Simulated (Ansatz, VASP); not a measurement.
**HfB: VASP beside Ansatz**

Contents of INCAR:

```
SYSTEM = HfB
PREC     = Accurate       ! precision mode
ENCUT    = 520            ! plane-wave cutoff, eV
EDIFF    = 1E-6           ! SCF threshold, eV
ISMEAR   = 0              ! smearing method
SIGMA    = 0.15           ! smearing width, eV
LREAL    = .False.        ! projectors in reciprocal space
LASPH    = .True.         ! aspherical terms in the spheres
NELM     = 60             ! most SCF steps
ALGO     = Normal         ! electronic algorithm
ISIF     = 2              ! what is computed and relaxed
LWAVE    = .False.        ! write WAVECAR
LCHARG   = .True.         ! write CHGCAR
GGA      = PS             ! functional
LELF     = .True.         ! ELF
LVHAR    = .True.       
NBANDS   = 14             ! bands
```

KPOINTS

```
regular mesh
0
Gamma
  20 20 20
  0 0 0
```

File POSCAR:

```
HfB
1.0
    0.0000000000      2.3100000000      2.3100000000
    2.3100000000      0.0000000000      2.3100000000
    2.3100000000      2.3100000000      0.0000000000
Hf B
1 1
Direct
    0.5000000000      0.5000000000      0.5000000000
    0.0000000000      0.0000000000      0.0000000000
```

Input for Ansatz:

```yaml
crystal:
  lattice:
    - [0.0, 2.31, 2.31]
    - [2.31, 0.0, 2.31]
    - [2.31, 2.31, 0.0]
  atoms:
    - { symbol: Hf, position: [0.5, 0.5, 0.5] }
    - { symbol: B, position: [0.0, 0.0, 0.0] }
basis:
  ecutwfc: 420
kpoints:
  mp_grid: { grid: [20, 20, 20] }
hamiltonian:
  xc: pbesol
scf:
  occupations: { method: gaussian, width: 0.15 }
output:
  forces: true
  stress: true
  eigenvalues: true
```

Alike in both runs: task single point; functional PBEsol; k mesh 20 × 20 × 20; occupations gaussian, width 0.15 eV; no spin polarisation.

|  | VASP | Ansatz |
| --- | --- | --- |
| version | VASP 6.6.1 | Ansatz 0.2.0 |
| potentials or method | VASP PAW PBE potentials, release 64 (Hf_pv, B), cutoff 520 eV | scalar-relativistic, plane waves, PAW |
| valence electrons in the cell | 13 | 29 |

|  | VASP | Ansatz | Ansatz less VASP |
| --- | --- | --- | --- |
| gap on the k mesh at the Fermi level (eV) | none | none | - |
| pressure (GPa) | 24.6 | 23.5 | -1.09 |

VASP's potentials were made for PBE, not for PBEsol. A gap of «none» marks a metal or a gap that the smearing closes. VASP's potentials hold 13 valence electrons a cell and Ansatz's 29, so a difference there can come from the potentials and not from the codes.

Neither program's run includes spin-orbit coupling.
